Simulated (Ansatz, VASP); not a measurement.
GaCo in VASP and in Ansatz

File INCAR:

```
SYSTEM = GaCo
ALGO = Fast
EDIFF = 1E-6
ENCUT = 520
GGA = PS
ISIF = 2
ISMEAR = 0
LASPH = .True.
LCHARG = .False.
LREAL = .False.
LWAVE = .False.
NBANDS = 18
NELM = 60
PREC = Accurate
SIGMA = 0.15
```

Contents of KPOINTS:

```
k-points
0
Gamma
  18 18 18
  0 0 0
```

Contents of POSCAR:

```
GaCo
1.0
    3.2363332474      0.0000000000      0.0000000000
    0.0000000000      3.2363332474      0.0000000000
    0.0000000000      0.0000000000      2.2880876059
Ga Co
1 1
Direct
    0.5000000000      0.5000000000      0.5000000000
    0.0000000000      0.0000000000      0.0000000000
```

Input for Ansatz:

```yaml
crystal:
  lattice:
    - [3.2363332474, 0.0, 0.0]
    - [0.0, 3.2363332474, 0.0]
    - [0.0, 0.0, 2.2880876059]
  atoms:
    - { symbol: Ga, position: [0.5, 0.5, 0.5] }
    - { symbol: Co, position: [0.0, 0.0, 0.0] }
basis:
  ecutwfc: 420
kpoints:
  mp_grid: { grid: [18, 18, 18] }
hamiltonian:
  xc: pbesol
scf:
  occupations: { method: gaussian, width: 0.15 }
output:
  forces: true
  stress: true
  eigenvalues: true
```

Alike in both runs: task single point; functional PBEsol; k mesh 18 × 18 × 18; occupations gaussian, width 0.15 eV; no spin polarisation.

|  | VASP | Ansatz |
| --- | --- | --- |
| version | VASP 6.6.1 | Ansatz 0.2.0 |
| potentials or method | VASP PAW PBE potentials, release 64 (Ga_d, Co), cutoff 520 eV | scalar-relativistic, plane waves, PAW |
| valence electrons in the cell | 22 | 30 |

|  | VASP | Ansatz | Ansatz less VASP |
| --- | --- | --- | --- |
| gap on the k mesh at the Fermi level (eV) | none | none | - |
| pressure (GPa) | 6.7 | 6.7 | -0.03 |
| traceless stress, the component that is largest in VASP (GPa) | 42.16 | 42.24 | +0.072 |

VASP's potentials were made for PBE, not for PBEsol. A gap of «none» marks a metal or a gap that the smearing closes. VASP's potentials hold 22 valence electrons a cell and Ansatz's 30, so a difference there can come from the potentials and not from the codes.
